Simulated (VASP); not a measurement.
Input of a VASP 6.6.1 run:

Contents of INCAR:

```
PREC     = Accurate       # precision mode
ENCUT    = 600            # plane-wave cutoff, eV
EDIFF    = 1E-6           # SCF threshold, eV
ISMEAR   = 0              # smearing method
SIGMA    = 0.1            # smearing width, eV
LREAL    = False          # projectors in reciprocal space
LASPH    = True           # aspherical terms in the spheres
NELM     = 100            # most SCF steps
ALGO     = Normal         # electronic algorithm
ISIF     = 3              # what is computed and relaxed
LWAVE    = False          # write WAVECAR
LCHARG   = False          # write CHGCAR
GGA      = PE             # functional
IBRION   = 2              # ionic algorithm
NSW      = 100            # ionic steps
EDIFFG   = -0.01          # ionic threshold
```

KPOINTS

```
regular mesh
0
Gamma
  18 18 10
```

File POSCAR:

```
TiC
1.0
    3.1597824960      0.0000000000      0.0000000000
   -1.5798912480      2.7364519120      0.0000000000
    0.0000000000      0.0000000000      4.6978403662
Ti C
2 2
Direct
    0.6666666667      0.3333333333      0.7500000000
    0.3333333333      0.6666666667      0.2500000000
    0.0000000000      0.0000000000      0.0000000000
    0.0000000000      0.0000000000      0.5000000000
```

Potentials or basis: VASP PAW PBE potentials, release 64 (Ti_sv, C).

Launch:

```console
$ cat potpaw_PBE.64/Ti_sv/POTCAR potpaw_PBE.64/C/POTCAR > POTCAR
$ mpirun -np 1 vasp_std > vasp.out
```

Task: Predict the band gap on the k mesh.

Result: Zero (band 16 reaches 10.52 eV, above the bottom of band 17 at 9.61 eV).

Task: Estimate the relaxed volume.

Result: 10.17 Å³/atom.

The path:
| step | energy change (eV) | largest force (eV/Å) | pressure (GPa) | volume (Å³) |
| --- | --- | --- | --- | --- |
| 1 | 0.0000 | 0.0000 | 0.22 | 40.62 |
| 2 | -0.0002 | 0.0000 | -0.22 | 40.70 |
| 3 | -0.0002 | 0.0000 | -0.23 | 40.70 |
| 4 | -0.0003 | 0.0000 | 0.12 | 40.64 |
| 5 | -0.0003 | 0.0000 | 0.06 | 40.66 |
